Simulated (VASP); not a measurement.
# HC4 in VASP: a series of runs, part 2 of 2

VASP 6.6.1.

## 3. Single point, r2SCAN

Input file POSCAR:

```
HC4
1.0
    5.0350011261      0.0000000000      0.0000000000
    0.0000000000      2.5175005631      0.0000000000
    0.0000000000      0.0000000000     19.7329018234
C H
16 4
Direct
    0.5000000000      0.5000000000      0.2357689632
    0.0000000000      0.5000000000      0.2357689632
    0.5000000000      0.0000000000      0.2808748918
    0.0000000000      0.0000000000      0.2808748918
    0.7500000000      0.0000000000      0.3259808203
    0.2500000000      0.0000000000      0.3259808203
    0.7500000000      0.5000000000      0.3710867489
    0.2500000000      0.5000000000      0.3710867489
   -0.0020049968      0.5000000000      0.4192438281
    0.5009659410      0.5000000000      0.4118610723
   -0.0028438160      0.0000000000      0.4665698195
    0.5028366332      0.0000000000      0.4533819066
    0.2649357039      0.0000000000      0.5051262163
    0.7292300097      0.0000000000      0.5079363074
    0.3632089091      0.5000000000      0.5358253084
    0.6343521240      0.5000000000      0.5432241188
    0.6429144453      0.5000000000      0.1982508924
    0.3570855547      0.5000000000      0.1982508924
    0.1423584706      0.5000000000      0.1980631397
   -0.1423584706      0.5000000000      0.1980631397
```

Input file INCAR.step1:

```
PREC = Accurate
ENCUT = 520
ISMEAR = 0
SIGMA = 0.05
LREAL = Auto
LASPH = True
NELM = 60
LDIPOL = True
IDIPOL = 3
DIPOL = 0.5 0.5 0.353
NBANDS = 50
GGA = PE
ALGO = Normal
EDIFF = 1E-4
LWAVE = True
LCHARG = False
```

Input file INCAR.step2:

```
PREC = Accurate
ENCUT = 520
EDIFF = 1E-6
ISMEAR = 0
SIGMA = 0.05
LREAL = Auto
LASPH = True
NELM = 60
ALGO = Normal
ISIF = 2
LWAVE = False
LCHARG = True
LDIPOL = True
IDIPOL = 3
DIPOL = 0.5 0.5 0.353
METAGGA = R2SCAN
LMIXTAU = True
LELF = True
LVHAR = True
LVACPOTAV = True
NBANDS = 50
ISTART = 1
```

Input file KPOINTS:

```
regular mesh
0
Gamma
  5 10 1
```

Potentials or basis: VASP PAW PBE potentials, release 64 (C, H).

The run is started by

```bash
$ cat potpaw_PBE.64/C/POTCAR potpaw_PBE.64/H/POTCAR > POTCAR
$ cp INCAR.step1 INCAR
$ mpirun -np 1 vasp_std > vasp.out
$ cp INCAR.step2 INCAR
$ mpirun -np 1 vasp_std > vasp.out
```

OUTCAR:

```text
PREC = Accurate
   ENCUT = 520
   EDIFF = 1E-6
   ISMEAR = 0
   LREAL = Auto
   LASPH = True
   NELM = 60
   ISIF = 2
   METAGGA = R2SCAN
   ISTART = 1

 ion  position               nearest neighbor table
   1  0.500  0.500  0.236-  17 1.03  18 1.03   3 1.54   3 1.54
   2  0.000  0.500  0.236-  19 1.03  20 1.03   4 1.54   4 1.54
   3  0.500  0.000  0.281-   5 1.54   6 1.54   1 1.54   1 1.54
   4  0.000  0.000  0.281-   5 1.54   6 1.54   2 1.54   2 1.54
   5  0.750  0.000  0.326-   3 1.54   4 1.54   7 1.54   7 1.54
   6  0.250  0.000  0.326-   3 1.54   4 1.54   8 1.54   8 1.54
   7  0.750  0.500  0.371-  10 1.49   5 1.54   5 1.54   9 1.57
   8  0.250  0.500  0.371-  10 1.50   6 1.54   6 1.54   9 1.59
   9  0.998  0.500  0.419-  11 1.57  11 1.57   7 1.57   8 1.59
  10  0.501  0.500  0.412-   7 1.49   8 1.50  12 1.50  12 1.50
  11  0.997  0.000  0.467-  13 1.55   9 1.57   9 1.57  14 1.58
  12  0.503  0.000  0.453-  10 1.50  10 1.50  14 1.57  13 1.57
  13  0.265  0.000  0.505-  15 1.48  15 1.48  11 1.55  12 1.57
  14  0.729  0.000  0.508-  16 1.52  16 1.52  12 1.57  11 1.58
  15  0.363  0.500  0.536-  16 1.37  13 1.48  13 1.48
  16  0.634  0.500  0.543-  15 1.37  14 1.52  14 1.52
  17  0.643  0.500  0.198-   1 1.03
  18  0.357  0.500  0.198-   1 1.03
  19  0.142  0.500  0.198-   2 1.03
  20  0.858  0.500  0.198-   2 1.03

  LATTYP: Found a simple orthorhombic cell.
 ALAT       =     2.5175005631
 B/A-ratio  =     2.0000000000
 C/A-ratio  =     7.8382909274

  Lattice vectors:

 A1 = (   0.0000000000,  -2.5175005631,   0.0000000000)
 A2 = (   5.0350011261,   0.0000000000,   0.0000000000)
 A3 = (   0.0000000000,   0.0000000000,  19.7329018234)

Analysis of symmetry for initial positions (statically):
=====================================================================
 Subroutine PRICEL returns:
 Original cell was already a primitive cell.

 Routine SETGRP: Setting up the symmetry group for a
 simple orthorhombic supercell.

 Subroutine GETGRP returns: Found  2 space group operations
 (whereof  2 operations were pure point group operations)
 out of a pool of  8 trial point group operations.

The static configuration has the point symmetry C_1h.

Analysis of symmetry for dynamics (positions and initial velocities):
=====================================================================
 Subroutine PRICEL returns:
 Original cell was already a primitive cell.

 Routine SETGRP: Setting up the symmetry group for a
 simple orthorhombic supercell.

 Subroutine GETGRP returns: Found  2 space group operations
 (whereof  2 operations were pure point group operations)
 out of a pool of  8 trial point group operations.

The dynamic configuration has the point symmetry C_1h.

 Subroutine INISYM returns: Found  2 space group operations
 (whereof  2 operations are pure point group operations),
 and found     1 'primitive' translations

----------------------------------------------------------------------------------------
[... 87 lines left out ...]
  0.200000  0.000000  0.000000      2.000000
  0.400000  0.000000  0.000000      2.000000
  0.000000  0.100000  0.000000      2.000000
  0.200000  0.100000  0.000000      4.000000
  0.400000  0.100000  0.000000      4.000000
[... 10 lines left out ...]
  0.200000  0.500000  0.000000      2.000000
  0.400000  0.500000  0.000000      2.000000
   k-points           NKPTS =     18   k-points in BZ     NKDIM =     18   number of bands    NBANDS=     50
   number of dos      NEDOS =    301   number of ions     NIONS =     20
   total plane-waves  NPLWV = 120000
   dimension x,y,z NGX =    40 NGY =   20 NGZ =  150
   dimension x,y,z NGXF=    80 NGYF=   40 NGZF=  300
   ions per type =              16   4
   NGX,Y,Z   is equivalent  to a cutoff of  13.21, 13.21, 12.64 a.u.
   NGXF,Y,Z  is equivalent  to a cutoff of  26.41, 26.41, 25.27 a.u.
 SYSTEM =  unknown system
   PREC   = accura    normal or accurate (medium, high low for compatibility)
   ISTART =      1    job   : 0-new  1-cont  2-samecut
   ICHARG =      0    charge: 1-file 2-atom 10-const
   ISPIN  =      1    spin polarized calculation?
   LNONCOLLINEAR =      F non collinear calculations
   LSORBIT =      F    spin-orbit coupling
   LASPH  =      T    aspherical Exc in radial PAW
   ENCUT  =  520.0 eV  38.22 Ry    6.18 a.u.   9.36  4.68 36.69*2*pi/ulx,y,z
   NELM   =     60;   NELMIN=  2; NELMDL=  0     # of ELM steps
   EDIFF  = 0.1E-05   stopping-criterion for ELM
   LREAL  =      T    real-space projection
   EDIFFG = 0.1E-04   stopping-criterion for IOM
   NSW    =      0    number of steps for IOM
   IBRION =     -1    ionic relax: 0-MD 1-quasi-New 2-CG
   NFREE  =      0    steps in history (QN), initial steepest desc. (CG)
   ISIF   =      2    stress and relaxation
   ISYM   =      2    0-nonsym 1-usesym 2-fastsym
   POTIM  = 0.5000    time-step for ionic-motion
   TEBEG  =    0.0;   TEEND  =   0.0 temperature during run
   PSTRESS=    0.0 pullay stress
   NELECT =      68.0000    total number of electrons
   NUPDOWN=      -1.0000    fix difference up-down
   EMIN   =  10.00;   EMAX   =-10.00  energy-range for DOS
   EFERMI =   0.00;   METHOD = LEGACY
   ISMEAR =     0;   SIGMA  =   0.05  broadening in eV -4-tet -1-fermi 0-gaus
   EFERMI_NEDOS =   21; number of points for ismear=-14 and -15
   IALGO  =     38    algorithm
   IMIX   =      4    mixing-type and parameters
     AMIX     =   0.40;   BMIX     =  1.00
     AMIX_MAG =   1.60;   BMIX_MAG =  1.00
  volume/ion in A,a.u.               =      12.51        84.40
  Fermi-wavevector in a.u.,A,eV,Ry     =   1.060534  2.004118 15.302901  1.124732
  Thomas-Fermi vector in A             =   2.195918
   LORBIT       =      0    0 simple, 1 ext, 2 COOP (PROOUT), +10 PAW based schemes
   METAGGA = R2SCAN    functional components
   LHFCALC =     F    Hartree Fock is set to
   AEXX    =    0.0000 exact exchange contribution
   IVDW    =     0    specifies the selected vdW correction
   LEPSILON=     F    determine dielectric tensor
   LRPA    =     F    only Hartree local field effects (RPA)
 non-spin polarized calculation
 Gauss-broadening in eV      SIGMA  =   0.05
  energy-cutoff  :      520.00
  volume of cell :      250.13
 maximum number of plane-waves:      6791
 NGX is ok and might be reduce to    40
   NGX = 19   NGY =  9   NGZ = 73

 number of electron      68.0000009 magnetization

 dipolmoment           0.000000      0.000000      0.271952 electrons x Angstroem

 Free energy of the ion-electron system (eV)
  ---------------------------------------------------
  ext. energy  EPLUGINS =         0.00000000
  ---------------------------------------------------
  free energy    TOTEN  =      -163.51944682 eV

  energy without entropy =     -163.51944682  energy(sigma->0) =     -163.51944682

 E-fermi :   1.6745     XC(G=0):  -6.2783

 val. band max:        1.4288705503   @ k =   0.4000   0.1000   0.0000
 cond. band min:       2.9332557201   @ k =   0.4000   0.5000   0.0000
 fundamental gap:      1.5043851698
 Fermi energy:         1.6744879573

 k-point     1 :       0.0000    0.0000    0.0000
  band No.  band energies     occupation
      1     -21.3906      2.00000
      2     -20.0990      2.00000
      3     -18.1050      2.00000
      4     -16.5967      2.00000
      5     -16.5063      2.00000
      6     -15.7972      2.00000
[... 871 lines left out ...]
     45       9.7800      0.00000
     46       9.8839      0.00000
 [bands above 46 left out]

------------------------ aborting loop because EDIFF is reached ----------------------------------------

  FORCE on cell =-STRESS in cart. coord.  units (eV):
  Direction    XX          YY          ZZ          XY          YZ          ZX
  --------------------------------------------------------------------------------------
  -------------------------------------------------------------------------------------
  Total       28.7103445      7.1898745      2.3566698      0.0000000      0.0000000      0.0068552
  in kB      183.9030293     46.0544701     15.0955594      0.0000000      0.0000000      0.0439105
  external PRESSURE =      81.6843530 kB  Pullay stress =       0.0000000 kB

 VOLUME and BASIS-vectors are now :
 -----------------------------------------------------------------------------
  energy-cutoff  :      520.00
  volume of cell :      250.13
      direct lattice vectors                 reciprocal lattice vectors
     5.035001126  0.000000000  0.000000000     0.198609687  0.000000000  0.000000000
     0.000000000  2.517500563  0.000000000     0.000000000  0.397219375  0.000000000
     0.000000000  0.000000000 19.732901823     0.000000000  0.000000000  0.050676784

 POSITION                                       TOTAL-FORCE (eV/Angst)
 -----------------------------------------------------------------------------------
      2.51750      1.25875      4.65241        -0.004170      0.000000      1.904792
      0.00000      1.25875      4.65241         0.005473      0.000000      1.795645
      2.51750      0.00000      5.54248         0.012943      0.000000     -1.605079
      0.00000      0.00000      5.54248        -0.008863      0.000000     -1.755275
      3.77625      0.00000      6.43255         0.713296      0.000000     -0.242149
      1.25875      0.00000      6.43255        -0.711940      0.000000     -0.169178
[... 12 lines left out ...]
      0.71678      1.25875      3.90836         0.056661      0.000000     -0.058132
      4.31823      1.25875      3.90836        -0.055602      0.000000     -0.057271
 -----------------------------------------------------------------------------------
    total drift:                               -0.016844      0.000000      0.012263

  FREE ENERGIE OF THE ION-ELECTRON SYSTEM (eV)
  ---------------------------------------------------
  free  energy   TOTEN  =      -163.5194468200 eV

  energy  without entropy=     -163.5194468200  energy(sigma->0) =     -163.51944682

 vacuum level on the upper side and lower side of the slab         7.253         3.370
```

It took 18 min on 1 thread of AMD EPYC 9R45 (Zen 5), shared host; peak memory 0.39 GiB.

Results:

```
Free energy            : -163.5194 eV
Largest force          : 2.251 eV/Å
Band gap on the k mesh : 1.50 eV (least direct gap 1.85 eV)
```

Forces on the atoms (eV/Å):
```
C   -0.004  0.000  1.905
C    0.005  0.000  1.796
C    0.013  0.000 -1.605
C   -0.009  0.000 -1.755
C    0.713  0.000 -0.242
C   -0.712  0.000 -0.169
C    0.824  0.000 -0.828
C   -0.825  0.000 -0.551
C   -0.007  0.000 -0.011
C    0.003  0.000 -0.003
C    0.015  0.000  0.011
C    0.005  0.000 -0.011
C   -0.070  0.000  0.012
C    0.042  0.000 -0.002
C   -0.085  0.000  2.249
C    0.087  0.000 -0.579
H    0.059  0.000 -0.050
H   -0.056  0.000 -0.051
H    0.057  0.000 -0.058
H   -0.056  0.000 -0.057
```

Levels at points of the mesh, in eV from the valence-band top:
| k point | band 31 | band 32 | band 33 | band 34 | band 35 | band 36 | band 37 | band 38 |
| --- | --- | --- | --- | --- | --- | --- | --- | --- |
| (0.00, 0.00, 0.00) | -1.98 | -1.36 | -0.16 | -0.11 | 1.74 | 2.84 | 3.39 | 4.35 |
| (0.00, 0.50, 0.00) | -3.30 | -2.94 | -1.89 | -0.83 | 1.51 | 4.72 | 4.86 | 5.49 |

Caveat: the PAW data sets were made with another functional, which shifts forces and pressure a little.
